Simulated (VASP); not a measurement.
# Si2W (I4/mmm) in VASP: a series of runs

Runs on Si2W. Level: LDA. Tasks: single point.

All numbers are computed with VASP 6.6.1; they aren't measurements. Logs are shortened: lines on timing, memory, paths and dates and some standing lists are left out, and cuts for length are marked.

## (1) The cell of the first run

It takes space group I4/mmm (No. 139, tetragonal). Conventional cell: a = 3.059 Å, b = 3.059 Å, c = 8.432 Å, α = 90.00°, β = 90.00°, γ = 90.00°. Within 3.2 Å of Si (site symmetry 4mm) lie 9 Si at 2.41 to 3.15 Å and 5 W at 2.64 to 2.68 Å. Within 3.5 Å of W (site symmetry 4/mmm) lie 10 Si at 2.64 to 2.68 Å and 4 W at 3.06 Å.

## (2) Single point, LDA

INCAR reads:

```
SYSTEM = Si2W
  PREC = Accurate
  ENCUT = 520
  EDIFF = 1E-7
  ISMEAR = 0
  SIGMA = 0.15
  LREAL = .FALSE.
  LASPH = .TRUE.
  NELM = 100
  ALGO = Normal
  ISIF = 2
  LWAVE = .FALSE.
  LCHARG = .TRUE.
  GGA = CA
  LELF = .TRUE.
  LVHAR = .TRUE.
  NBANDS = 18
```

KPOINTS reads:

```
regular mesh
0
G
  18 18 18
  0 0 0
```

POSCAR reads:

```
Si2W
1.0
   -1.5292622200      1.5292622200      4.2161759406
    1.5292622200     -1.5292622200      4.2161759406
    1.5292622200      1.5292622200     -4.2161759406
Si W
2 1
Direct
    0.3132170575      0.3132170575      0.0000000000
    0.6867829425      0.6867829425      0.0000000000
    0.0000000000      0.0000000000      0.0000000000
```

Potentials or basis: VASP PAW LDA potentials, release 64 (Si, W_sv).

Started as:

```
cat potpaw_LDA.64/Si/POTCAR potpaw_LDA.64/W_sv/POTCAR > POTCAR
mpirun -np 1 vasp_std > vasp.out
```

OUTCAR:

```text
SYSTEM = Si2W
   PREC = Accurate
   ENCUT = 520
   EDIFF = 1E-7
   ISMEAR = 0
   LREAL = .FALSE.
   LASPH = .TRUE.
   NELM = 100
   ISIF = 2
   GGA = CA

 ion  position               nearest neighbor table
   1  0.313  0.313  0.000-   2 2.41   2 2.41   2 2.41   2 2.41   3 2.64   3 2.68   3 2.68   3 2.68
                             3 2.68
   2  0.687  0.687  0.000-   1 2.41   1 2.41   1 2.41   1 2.41   3 2.64   3 2.68   3 2.68   3 2.68
                             3 2.68
   3  0.000  0.000  0.000-   1 2.64   2 2.64   2 2.68   2 2.68   2 2.68   1 2.68   1 2.68   1 2.68
                             2 2.68   1 2.68

  LATTYP: Found a body centered tetragonal cell.
 ALAT       =     3.0585244400
 C/A-ratio  =     2.7570000000

  Lattice vectors:

 A1 = (  -1.5292622200,   1.5292622200,   4.2161759406)
 A2 = (   1.5292622200,  -1.5292622200,   4.2161759406)
 A3 = (   1.5292622200,   1.5292622200,  -4.2161759406)

Analysis of symmetry for initial positions (statically):
=====================================================================
 Subroutine PRICEL returns:
 Original cell was already a primitive cell.

 Routine SETGRP: Setting up the symmetry group for a
 body centered tetragonal supercell.

 Subroutine GETGRP returns: Found 16 space group operations
 (whereof 16 operations were pure point group operations)
 out of a pool of 16 trial point group operations.

The static configuration has the point symmetry D_4h.

Analysis of symmetry for dynamics (positions and initial velocities):
=====================================================================
 Subroutine PRICEL returns:
 Original cell was already a primitive cell.

 Routine SETGRP: Setting up the symmetry group for a
 body centered tetragonal supercell.

 Subroutine GETGRP returns: Found 16 space group operations
 (whereof 16 operations were pure point group operations)
 out of a pool of 16 trial point group operations.

The dynamic configuration has the point symmetry D_4h.

 Subroutine INISYM returns: Found 16 space group operations
 (whereof 16 operations are pure point group operations),
 and found     1 'primitive' translations

----------------------------------------------------------------------------------------

                                     Primitive cell

  volume of cell :      39.4405

  direct lattice vectors                    reciprocal lattice vectors
[... 87 lines left out ...]
   ENCUT  =  520.0 eV  38.22 Ry    6.18 a.u.   8.81  8.81  8.81*2*pi/ulx,y,z
   NELM   =    100;   NELMIN=  2; NELMDL= -5     # of ELM steps
   EDIFF  = 0.1E-06   stopping-criterion for ELM
   LREAL  =      F    real-space projection
   EDIFFG = 0.1E-05   stopping-criterion for IOM
   NSW    =      0    number of steps for IOM
   IBRION =     -1    ionic relax: 0-MD 1-quasi-New 2-CG
   NFREE  =      0    steps in history (QN), initial steepest desc. (CG)
   ISIF   =      2    stress and relaxation
   ISYM   =      2    0-nonsym 1-usesym 2-fastsym
   POTIM  = 0.5000    time-step for ionic-motion
   TEBEG  =    0.0;   TEEND  =   0.0 temperature during run
   PSTRESS=    0.0 pullay stress
   NELECT =      22.0000    total number of electrons
   NUPDOWN=      -1.0000    fix difference up-down
   EMIN   =  10.00;   EMAX   =-10.00  energy-range for DOS
   EFERMI =   0.00;   METHOD = LEGACY
   ISMEAR =     0;   SIGMA  =   0.15  broadening in eV -4-tet -1-fermi 0-gaus
   EFERMI_NEDOS =   21; number of points for ismear=-14 and -15
   IALGO  =     38    algorithm
   IMIX   =      4    mixing-type and parameters
     AMIX     =   0.40;   BMIX     =  1.00
     AMIX_MAG =   1.60;   BMIX_MAG =  1.00
  volume/ion in A,a.u.               =      13.15        88.72
  Fermi-wavevector in a.u.,A,eV,Ry     =   1.347622  2.546637 24.709347  1.816086
  Thomas-Fermi vector in A             =   2.475358
   LORBIT       =      0    0 simple, 1 ext, 2 COOP (PROOUT), +10 PAW based schemes
   GGA     = CA    functional components
   LHFCALC =     F    Hartree Fock is set to
   AEXX    =    0.0000 exact exchange contribution
   IVDW    =     0    specifies the selected vdW correction
   LEPSILON=     F    determine dielectric tensor
   LRPA    =     F    only Hartree local field effects (RPA)
 non-spin polarized calculation
 Gauss-broadening in eV      SIGMA  =   0.15
  energy-cutoff  :      520.00
  volume of cell :       39.44
 maximum number of plane-waves:      1084
   NGX = 17   NGY = 17   NGZ = 17

 number of electron      22.0000001 magnetization

 Free energy of the ion-electron system (eV)
  ---------------------------------------------------
  ext. energy  EPLUGINS =         0.00000000
  ---------------------------------------------------
  free energy    TOTEN  =       -26.43295978 eV

  energy without entropy =      -26.41897257  energy(sigma->0) =      -26.42596618

 E-fermi :  12.3238     XC(G=0): -12.7801

 val. band max:       12.3236167323   @ k =  -0.2778   0.5000   0.2778
 cond. band min:      12.3237699049   @ k =   0.3889   0.2222   0.1667
 fundamental gap:      0.0001531727
 Fermi energy:        12.3237595445

 k-point     1 :       0.0000    0.0000    0.0000
  band No.  band energies     occupation
      1     -61.2257      2.00000
      2     -25.8973      2.00000
      3     -25.5444      2.00000
      4     -25.5444      2.00000
      5      -2.4041      2.00000
      6       5.6547      2.00000
[... 481 lines left out ...]
      5      -1.4760      2.00000
      6       5.5938      2.00000
[... 10 lines left out ...]
     17      19.7590      0.00000
     18      20.3969      0.00000

 [... further k-points ...]

------------------------ aborting loop because EDIFF is reached ----------------------------------------

  FORCE on cell =-STRESS in cart. coord.  units (eV):
  Direction    XX          YY          ZZ          XY          YZ          ZX
  --------------------------------------------------------------------------------------
  -------------------------------------------------------------------------------------
  Total        3.6544525      3.6544525     -6.8253625      0.0000000      0.0000000     -0.0000000
  in kB      148.4534416    148.4534416   -277.2641155      0.0000000      0.0000000     -0.0000000
  external PRESSURE =       6.5475892 kB  Pullay stress =       0.0000000 kB

 VOLUME and BASIS-vectors are now :
 -----------------------------------------------------------------------------
  energy-cutoff  :      520.00
  volume of cell :       39.44
      direct lattice vectors                 reciprocal lattice vectors
    -1.529262220  1.529262220  4.216175941     0.000000000  0.326955046  0.118590876
     1.529262220 -1.529262220  4.216175941     0.326955046  0.000000000  0.118590876
     1.529262220  1.529262220 -4.216175941     0.326955046  0.326955046  0.000000000

 POSITION                                       TOTAL-FORCE (eV/Angst)
 -----------------------------------------------------------------------------------
      0.00000      0.00000      2.64116         0.000000      0.000000      2.451697
      0.00000      0.00000      5.79120        -0.000000     -0.000000     -2.451697
      0.00000      0.00000      0.00000         0.000000      0.000000      0.000000
 -----------------------------------------------------------------------------------
    total drift:                               -0.000000      0.000000      0.000000

  FREE ENERGIE OF THE ION-ELECTRON SYSTEM (eV)
  ---------------------------------------------------
  free  energy   TOTEN  =       -26.4329597763 eV

  energy  without entropy=      -26.4189725748  energy(sigma->0) =      -26.42596618
```

stdout:

```text
POSCAR found type information on POSCAR SiW
 POSCAR found :  2 types and       3 ions
 scaLAPACK will be used
 LDA part: xc-table for (Slater(with rela. corr.)+CA(PZ))
 , standard interpolation
 POSCAR, INCAR and KPOINTS ok, starting setup
 FFT: planning ... GRIDC
 FFT: planning ... GRID_SOFT
 FFT: planning ... GRID
 WAVECAR not read
 entering main loop
```

Run time: 15 min. Hardware: 1 thread of AMD EPYC 7R43 (Zen 3), shared host; peak memory 0.39 GiB.

What came out:

```yaml
Free_energy: -26.4330 eV
Pressure: 0.7 GPa
Largest_force: 2.452 eV/Å
Band_gap_on_the_k_mesh: zero (bands 11 and 12 overlap by 2.65 eV)
```

Forces on the atoms (eV/Å):
```
Si   0.000  0.000  2.452
Si   0.000  0.000 -2.452
W    0.000  0.000  0.000
```

Stress tensor (GPa, compression positive):
```
 14.85   0.00   0.00
  0.00  14.85   0.00
  0.00   0.00 -27.73
```

Levels at points of the mesh, in eV from the Fermi level:
| k point | band 8 | band 9 | band 10 | band 11 | band 12 | band 13 | band 14 | band 15 |
| --- | --- | --- | --- | --- | --- | --- | --- | --- |
| (0.00, 0.00, 0.00) | -3.25 | -2.69 | -2.69 | 1.74 | 2.22 | 3.06 | 3.10 | 4.45 |
| (0.50, 0.00, 0.00) | -4.56 | -3.18 | -1.55 | -0.11 | 2.47 | 2.73 | 3.72 | 4.15 |
| (0.50, 0.50, 0.00) | -6.02 | -5.30 | -3.79 | -0.75 | 1.19 | 1.92 | 2.68 | 3.80 |
| (0.50, 0.50, 0.50) | -3.34 | -0.74 | -0.74 | -0.43 | -0.43 | 1.85 | 2.44 | 4.38 |

Caveat: spin-orbit coupling is left out, which moves the levels of the heavy elements; forces of over 1 eV/Å act on the atoms, so gaps and moduli don't describe the material at rest.

## (3) Single point, LDA

This run uses another cell than the first one, of the same volume but with other edges.

INCAR reads:

```
  PREC = Accurate
  ENCUT = 520
  EDIFF = 1E-6
  ISMEAR = 0
  SIGMA = 0.15
  LREAL = False
  LASPH = True
  NELM = 80
  ALGO = Normal
  ISIF = 2
  LWAVE = False
  LCHARG = True
  GGA = CA
  LELF = True
  LVHAR = True
  NBANDS = 18
```

KPOINTS reads:

```
Automatic mesh
0
Gamma
  18 18 18
```

POSCAR reads:

```
Si2W
1.0
   -1.5928550571      1.5928550571      3.8862445622
    1.5928550571     -1.5928550571      3.8862445622
    1.5928550571      1.5928550571     -3.8862445622
Si W
2 1
Direct
    0.3024997701      0.3024997701      0.0000000000
    0.6975002299      0.6975002299      0.0000000000
    0.0000000000      0.0000000000      0.0000000000
```

Potentials or basis: VASP PAW LDA potentials, release 64 (Si, W_sv).

Started as:

```
cat potpaw_LDA.64/Si/POTCAR potpaw_LDA.64/W_sv/POTCAR > POTCAR
mpirun -np 1 vasp_std > vasp.out
```

Run time: 12 min. Hardware: 1 thread of AMD EPYC 7R43 (Zen 3), shared host; peak memory 0.39 GiB.

The run converged. Its results:

```yaml
Free_energy: -26.1823 eV
Pressure: 7.9 GPa
Largest_force: 4.586 eV/Å
Band_gap_on_the_k_mesh: zero (bands 11 and 12 overlap by 2.06 eV)
```

Forces on the atoms (eV/Å):
```
Si   0.000  0.000  4.586
Si   0.000  0.000 -4.586
W    0.000  0.000  0.000
```

Stress tensor (GPa, compression positive):
```
 2.13  0.00  0.00
 0.00  2.13  0.00
 0.00  0.00 19.58
```

Levels at points of the mesh, in eV from the Fermi level:
```csv
k point,band 9,band 10,band 11,band 12,band 13,band 14
"(0.00, 0.00, 0.00)",-3.61,-2.81,1.22,1.86,2.25,4.18
"(0.50, 0.00, 0.00)",-3.19,-2.13,-0.54,1.65,2.85,4.30
"(0.50, 0.50, 0.00)",-5.41,-3.11,-0.40,1.99,3.09,3.21
"(0.50, 0.50, 0.50)",-1.66,-1.66,-0.51,-0.51,1.48,4.45
```

Caveat: the cell stands under pressure; spin-orbit coupling is left out, which moves the levels of the heavy elements; forces of over 1 eV/Å act on the atoms, so gaps and moduli don't describe the material at rest.

## (4) Single point, LDA

INCAR reads:

```
SYSTEM = Si2W
PREC = Accurate
ENCUT = 520
EDIFF = 1E-6
ISMEAR = 0
SIGMA = 0.15
LREAL = .False.
LASPH = .True.
NELM = 60
ALGO = Normal
ISIF = 2
LWAVE = .False.
LCHARG = .False.
GGA = CA
NBANDS = 18
```

KPOINTS reads:

```
Automatic mesh
0
Gamma
  18 18 18
  0 0 0
```

POSCAR reads:

```
Si2W
1.0
   -1.5493399447      1.5493399447      4.1076100613
    1.5493399447     -1.5493399447      4.1076100613
    1.5493399447      1.5493399447     -4.1076100613
Si W
2 1
Direct
    0.3239472109      0.3239472109      0.0000000000
    0.6760527891      0.6760527891      0.0000000000
    0.0000000000      0.0000000000      0.0000000000
```

Started as:

```
cat potpaw_LDA.64/Si/POTCAR potpaw_LDA.64/W_sv/POTCAR > POTCAR
mpirun -np 1 vasp_std > vasp.out
```

Run time: 10 min. Hardware: 1 thread of AMD EPYC 7R43 (Zen 3), shared host; peak memory 0.39 GiB.

The run converged. Its results:

- Free energy: -27.0100 eV
- Pressure: -0.8 GPa
- Largest force: 1.352 eV/Å
- Band gap on the k mesh: zero (bands 11 and 12 overlap by 2.04 eV)

Forces on the atoms (eV/Å):
```
Si   0.000  0.000  1.352
Si   0.000  0.000 -1.352
W    0.000  0.000  0.000
```

Stress tensor (GPa, compression positive):
```
  9.56   0.00   0.00
  0.00   9.56   0.00
  0.00   0.00 -21.49
```

Levels at points of the mesh, in eV from the Fermi level:
```csv
k point,band 8,band 9,band 10,band 11,band 12,band 13,band 14,band 15
"(0.00, 0.00, 0.00)",-3.39,-2.72,-2.72,1.34,2.56,3.05,3.77,4.32
"(0.50, 0.00, 0.00)",-4.79,-3.14,-2.07,-0.25,2.90,2.98,3.64,3.95
"(0.50, 0.50, 0.00)",-5.78,-5.22,-3.77,-1.17,1.72,2.63,3.03,3.55
"(0.50, 0.50, 0.50)",-3.01,-0.60,-0.60,-0.54,-0.54,1.47,2.97,4.98
```

Caveat: spin-orbit coupling is left out, which moves the levels of the heavy elements; forces of over 1 eV/Å act on the atoms, so gaps and moduli don't describe the material at rest.

## (5) Single point, LDA

This run uses another cell than the first one, of the same volume but with other edges.

INCAR reads:

```
SYSTEM = Si2W
PREC = Accurate ; ENCUT = 520
EDIFF = 1E-7 ; ISMEAR = 0
SIGMA = 0.15 ; LREAL = .FALSE.
LASPH = .TRUE. ; NELM = 100
ALGO = Normal ; ISIF = 2
LWAVE = .FALSE. ; LCHARG = .FALSE.
GGA = CA ; NBANDS = 18
```

KPOINTS reads:

```
Automatic mesh
0
G
  18 18 18
  0 0 0
```

POSCAR reads:

```
Si2W
1.0
   -1.5928550571      1.5928550571      3.8862445622
    1.5928550571     -1.5928550571      3.8862445622
    1.5928550571      1.5928550571     -3.8862445622
Si W
2 1
Direct
    0.3453817857      0.3453817857      0.0000000000
    0.6546182143      0.6546182143      0.0000000000
    0.0000000000      0.0000000000      0.0000000000
```

Started as:

```
cat potpaw_LDA.64/Si/POTCAR potpaw_LDA.64/W_sv/POTCAR > POTCAR
mpirun -np 1 vasp_std > vasp.out
```

It took 12 min on 1 thread of AMD EPYC 7R43 (Zen 3), shared host; peak memory 0.39 GiB.

Results (log left out):

```yaml
Free_energy: -27.1992 eV
Pressure: 4.2 GPa
Largest_force: 1.963 eV/Å
Band_gap_on_the_k_mesh: zero (bands 11 and 12 overlap by 1.01 eV)
```

Forces in eV/Å, atoms in the order of the input:
```
Si   0.000  0.000 -1.963
Si   0.000  0.000  1.963
W    0.000  0.000  0.000
```

Stress tensor (GPa, compression positive):
```
3.19 0.00 0.00
0.00 3.19 0.00
0.00 0.00 6.09
```

Levels at points of the mesh, in eV from the Fermi level:
```
           k point  band 8  band 9  band 10  band 11  band 12  band 13  band 14  band 15
(0.00, 0.00, 0.00)   -3.60   -2.59    -2.59     0.40     2.63     2.63     3.41     3.42
(0.50, 0.00, 0.00)   -4.89   -3.22    -2.62    -0.35     2.68     3.36     3.59     4.66
(0.50, 0.50, 0.00)   -5.03   -4.67    -3.37    -2.07     2.98     3.15     3.47     4.19
(0.50, 0.50, 0.50)   -2.11   -0.50    -0.50    -0.50    -0.50     0.56     4.78     4.96
```

Caveat: the cell stands under pressure; spin-orbit coupling is left out, which moves the levels of the heavy elements; forces of over 1 eV/Å act on the atoms, so gaps and moduli don't describe the material at rest.

## (6) Single point, LDA

INCAR reads:

```
SYSTEM = Si2W
PREC = Accurate
ENCUT = 520
EDIFF = 1E-7
ISMEAR = 0
SIGMA = 0.15
LREAL = .FALSE.
LASPH = .TRUE.
NELM = 60
ALGO = Normal
ISIF = 2
LWAVE = .FALSE.
LCHARG = .FALSE.
GGA = CA
NBANDS = 18
```

KPOINTS is that of step 5.

POSCAR reads:

```
Si2W
1.0
   -1.5493399447      1.5493399447      4.1076100613
    1.5493399447     -1.5493399447      4.1076100613
    1.5493399447      1.5493399447     -4.1076100613
Si W
2 1
Direct
    0.3668292265      0.3668292265      0.0000000000
    0.6331707735      0.6331707735      0.0000000000
    0.0000000000      0.0000000000      0.0000000000
```

Potentials or basis: VASP PAW LDA potentials, release 64 (Si, W_sv).

Started as:

```
cat potpaw_LDA.64/Si/POTCAR potpaw_LDA.64/W_sv/POTCAR > POTCAR
mpirun -np 1 vasp_std > vasp.out
```

It took 12 min on 1 thread of AMD EPYC 7R43 (Zen 3), shared host; peak memory 0.39 GiB.

Results (log left out):

| Item | Value |
| --- | --- |
| Free energy | -25.7598 eV |
| Pressure | 23.2 GPa |
| Largest force | 6.306 eV/Å |
| Band gap on the k mesh | zero (bands 11 and 12 overlap by 0.30 eV) |

Forces on the atoms (eV/Å):
```
Si   0.000  0.000 -6.306
Si   0.000  0.000  6.306
W    0.000  0.000  0.000
```

Stress tensor (GPa, compression positive):
```
25.26  0.00  0.00
 0.00 25.26  0.00
 0.00  0.00 19.02
```

Levels at points of the mesh, in eV from the Fermi level:
```csv
k point,band 8,band 9,band 10,band 11,band 12,band 13,band 14,band 15
"(0.00, 0.00, 0.00)",-4.57,-1.95,-1.95,0.11,1.95,1.95,4.29,4.37
"(0.50, 0.00, 0.00)",-4.82,-3.98,-2.63,-0.17,1.90,2.82,3.75,4.72
"(0.50, 0.50, 0.00)",-4.19,-4.12,-3.56,-2.90,2.89,3.21,3.64,3.88
"(0.50, 0.50, 0.50)",-1.88,-0.79,-0.79,0.18,0.36,0.36,3.88,4.29
```

Caveat: the cell stands under pressure; spin-orbit coupling is left out, which moves the levels of the heavy elements; forces of over 1 eV/Å act on the atoms, so gaps and moduli don't describe the material at rest.

## (7) The runs side by side

```tsv
cell	gap on the mesh (eV)	pressure (GPa)	largest force (eV/Å)
a = 4.739 Å, angles 142.3, 142.3, 54.3°, 3 atoms, atomic positions A	none	0.7	2.45
a = 4.492 Å, angles 138.5, 138.5, 60.2°, 3 atoms, atomic positions B	none	7.9	4.59
a = 4.655 Å, angles 141.1, 141.1, 56.2°, 3 atoms, atomic positions C	none	-0.8	1.35
a = 4.492 Å, angles 138.5, 138.5, 60.2°, 3 atoms, atomic positions D	none	4.2	1.96
a = 4.655 Å, angles 141.1, 141.1, 56.2°, 3 atoms, atomic positions E	none	23.2	6.31
```

Alike in all rows: task single point; level LDA; potentials or basis VASP PAW LDA potentials, release 64 (Si, W_sv); no spin polarisation; k mesh 18 × 18 × 18; cutoff (eV) 520; smearing gaussian 0.15 eV.

Caveats: spin-orbit coupling is left out, which moves the levels of the heavy elements; forces of over 1 eV/Å act on the atoms, so gaps and moduli don't describe the material at rest; the cell stands under pressure (at least some runs).

Total energies depend on the potentials used, so only differences within one code and one set of settings carry meaning.
